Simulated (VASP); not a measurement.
Write the native input for VASP 6.6.1 that does the following.

| Property | Result |
| --- | --- |
| Task | single point |
| Functional | PBE |
| Potentials or basis | VASP PAW PBE potentials, release 64 (Zn, Cu) |
| Cutoff | 520 eV |
| k mesh | 15 × 15 × 1 |
| Occupations | fermi-dirac, width 0.1 eV |
| Spin | no spin polarisation |
| Dipole correction | yes |
| Further INCAR settings | ALGO = Normal; EDIFF = 1e-06; NBANDS = 36 |

The structure of ZnCu4 (Cu (111), 5 layers) lies in POSCAR:

```
ZnCu4
1.0
    2.5665139635      0.0000000000      0.0000000000
   -1.2832569818      2.2226662916      0.0000000000
    0.0000000000      0.0000000000     24.3822000000
Zn Cu
1 4
Direct
    0.8333333333      0.1666666667      0.3289492305
    0.1666666667      0.8333333333      0.4141867610
    0.5000000000      0.5000000000      0.4999999962
    0.8333333333      0.1666666667      0.5858132363
    0.1666666667      0.8333333333      0.6710507761
```

The input as run:

INCAR

```
PREC = Accurate
ENCUT = 520
EDIFF = 1E-6
ISMEAR = -1
SIGMA = 0.1
LREAL = F
LASPH = T
NELM = 100
ALGO = Normal
ISIF = 2
LWAVE = F
LCHARG = T
LDIPOL = T
IDIPOL = 3
DIPOL = 0.5 0.5 0.500
GGA = PE
LELF = T
LVHAR = T
LVACPOTAV = T
NBANDS = 36
```

KPOINTS

```
Automatic mesh
0
Gamma
  15 15 1
```

Potentials or basis: VASP PAW PBE potentials, release 64 (Zn, Cu).

The run is started by

```sh
$ cat potpaw_PBE.64/Zn/POTCAR potpaw_PBE.64/Cu/POTCAR > POTCAR
$ mpirun -np 1 vasp_std > vasp.out
```

It gave:

- Largest force: 0.638 eV/Å
- Band gap on the k mesh: zero (band 28 reaches 2.82 eV, above the bottom of band 29 at -1.27 eV)

Run time: 2.4 min on 1 thread of Intel(R) Xeon(R) 6975P-C (Granite Rapids), with other jobs on the host, peak memory 0.31 GiB.
